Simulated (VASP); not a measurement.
A run of VASP 6.6.1:

Contents of POSCAR:

```
HfO2
1.0
    3.5768243315      0.0000000000      0.0000000000
    0.0000000000      3.5768243315      0.0000000000
    0.0000000000      0.0000000000      5.4628076449
Hf O
2 4
Direct
    0.5000000000      0.5000000000      0.5000000000
    0.0000000000      0.0000000000      0.0000000000
    0.0000000000      0.5000000000      0.6961635355
    0.5000000000      0.0000000000      0.8038364645
    0.5000000000      0.0000000000      0.3038364645
    0.0000000000      0.5000000000      0.1961635355
```

The input INCAR.step1:

```
SYSTEM = HfO2
ALGO = Normal ; EDIFF = 1E-4
ENCUT = 520 ; GGA = PE
ISMEAR = 0 ; LASPH = .True.
LCHARG = .False. ; LREAL = .False.
LWAVE = .True. ; NBANDS = 31
NELM = 60 ; PREC = Accurate
SIGMA = 0.05
```

File INCAR.step2:

```
SYSTEM = HfO2
ALGO = Normal ; EDIFF = 1E-6
ENCUT = 520 ; ISIF = 2
ISMEAR = 0 ; ISTART = 1
LASPH = .True. ; LCHARG = .False.
LMIXTAU = .True. ; LREAL = .False.
LWAVE = .False. ; METAGGA = R2SCAN
NBANDS = 31 ; NELM = 60
PREC = Accurate ; SIGMA = 0.05
```

File KPOINTS:

```
k-points
0
Gamma
  6 6 6
  0 0 0
```

Potentials or basis: VASP PAW PBE potentials, release 64 (Hf_pv, O).

Run with:

```bash
$ cat potpaw_PBE.64/Hf_pv/POTCAR potpaw_PBE.64/O/POTCAR > POTCAR
$ cp INCAR.step1 INCAR
$ mpirun -np 1 vasp_std > vasp.out
$ cp INCAR.step2 INCAR
$ mpirun -np 1 vasp_std > vasp.out
```

Hardware: 1 thread of Intel(R) Xeon(R) Platinum 8259CL CPU @ 2.50GHz (Skylake/Cascade Lake), with other jobs on the host.

Estimate the wall time of this run.

Wall time 6.7 min on 1 thread of Intel(R) Xeon(R) Platinum 8259CL CPU @ 2.50GHz (Skylake/Cascade Lake), with other jobs on the host, peak memory 0.23 GiB. Counts: k points 40.
